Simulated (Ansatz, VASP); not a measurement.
# Two plane-wave programs on MgB2

Contents of INCAR:

```
SYSTEM = MgB2
ALGO = Normal
EDIFF = 1E-6
ENCUT = 600
GGA = PS
GGA_COMPAT = .False.
ISIF = 2
ISMEAR = 0
LASPH = .True.
LCHARG = .False.
LREAL = .False.
LWAVE = .False.
NBANDS = 11
NELM = 120
PREC = Accurate
SIGMA = 0.1
```

The input KPOINTS:

```
k-points
0
Gamma
  7 7 6
  0 0 0
```

Contents of POSCAR:

```
MgB2
1.0
    3.0850000000      0.0000000000      0.0000000000
   -1.5425000000      2.6716883700      0.0000000000
    0.0000000000      0.0000000000      3.5230000000
Mg B
1 2
Direct
    0.0000000000      0.0000000000      0.0400000000
    0.3333333333      0.6666666667      0.5000000000
    0.6666666667      0.3333333333      0.5000000000
```

Input for Ansatz:

```yaml
crystal:
  lattice:
    - [3.085, 0.0, 0.0]
    - [-1.5425, 2.67168837, 0.0]
    - [0.0, 0.0, 3.523]
  atoms:
    - { symbol: Mg, position: [0.0, 0.0, 0.04] }
    - { symbol: B, position: [0.3333333333333333, 0.6666666666666666, 0.5] }
    - { symbol: B, position: [0.6666666666666666, 0.3333333333333333, 0.5] }
basis:
  ecutwfc: 450.0
kpoints:
  mp_grid:
    grid: [7, 7, 6]
hamiltonian:
  xc: pbesol
  pseudopotentials:
    kind: paw
scf:
  occupations:
    method: gaussian
    width: 0.1
output:
  forces: true
```

Alike in both runs: task single point; functional PBEsol; k mesh 7 × 7 × 6; occupations gaussian, width 0.1 eV; no spin polarisation.

```csv
,VASP,Ansatz
version,VASP 6.6.1,Ansatz 0.2.0
potentials or method,"VASP PAW PBE potentials, release 64 (Mg, B), cutoff 600 eV","plane waves, PAW"
valence electrons in the cell,8,16
```

Ansatz gave:

```
gap on the k mesh at the Fermi level (eV) : none
rms of the force components (eV/Å)        : 0.384
```

What did VASP give for the same quantities?

gap on the k mesh at the Fermi level (eV): none; rms of the force components (eV/Å): 0.388.

VASP's potentials were made for PBE, not for PBEsol. Atom by atom the forces differ by 0.004 eV/Å (rms over components). A gap of «none» marks a metal or a gap that the smearing closes. VASP's potentials hold 8 valence electrons a cell and Ansatz's 16, so a difference there can come from the potentials and not from the codes.
